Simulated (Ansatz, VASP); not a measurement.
**Sn: VASP beside Ansatz**

POSCAR

```
Sn
1.0
    0.0000000000      3.1644600000      3.2456000000
    3.3267400000      0.0000000000      3.2456000000
    3.3267400000      3.1644600000      0.0000000000
Sn
2
Direct
    0.5000000000      0.5000000000      0.5000000000
    0.7500000000      0.7500000000      0.7500000000
```

The input INCAR.step1:

```
PREC = Accurate
ENCUT = 520
ISMEAR = 0
SIGMA = 0.15
LREAL = F
LASPH = T
NELM = 100
NBANDS = 21
GGA = PE
ALGO = Normal
EDIFF = 1E-4
LWAVE = T
LCHARG = F
```

Contents of INCAR.step2:

```
PREC = Accurate
ENCUT = 520
EDIFF = 1E-7
ISMEAR = 0
SIGMA = 0.15
LREAL = F
LASPH = T
NELM = 100
ALGO = Normal
ISIF = 2
LWAVE = F
LCHARG = F
METAGGA = R2SCAN
LMIXTAU = T
NBANDS = 21
ISTART = 1
```

Contents of KPOINTS:

```
regular mesh
0
Gamma
  12 12 12
```

Input for Ansatz:

```yaml
crystal:
  lattice:
    - [0.0, 3.16446, 3.2456]
    - [3.32674, 0.0, 3.2456]
    - [3.32674, 3.16446, 0.0]
  atoms:
    - { symbol: Sn, position: [0.5, 0.5, 0.5] }
    - { symbol: Sn, position: [0.75, 0.75, 0.75] }
basis:
  ecutwfc: 500
kpoints:
  mp_grid: { grid: [12, 12, 12] }
hamiltonian:
  xc: r2scan
scf:
  occupations: { method: gaussian, width: 0.15 }
output:
  forces: true
  stress: true
  eigenvalues: true
```

Change from the starting cell: strain +0.0250 x Voigt [1, -1, 0, 0, 0, 0], atoms carried along.

Alike in both runs: task single point; functional r2SCAN; k mesh 12 × 12 × 12; occupations gaussian, width 0.15 eV; no spin polarisation.

```csv
,VASP,Ansatz
version,VASP 6.6.1,Ansatz 0.2.0
potentials or method,"VASP PAW PBE potentials, release 64 (Sn_d), cutoff 520 eV","scalar-relativistic, plane waves, PAW"
valence electrons in the cell,28,28
```

|  | VASP | Ansatz | Ansatz less VASP |
| --- | --- | --- | --- |
| gap on the k mesh at the Fermi level (eV) | 0.10 | 0.10 | +0.001 |
| least direct gap on the mesh (eV) | 0.17 | 0.17 | 0.000 |
| pressure (GPa) | 1.6 | 1.6 | +0.03 |
| traceless stress, the component that is largest in VASP (GPa) | -0.93 | -0.93 | -0.003 |

VASP's potentials were made for PBE, not for r2SCAN.
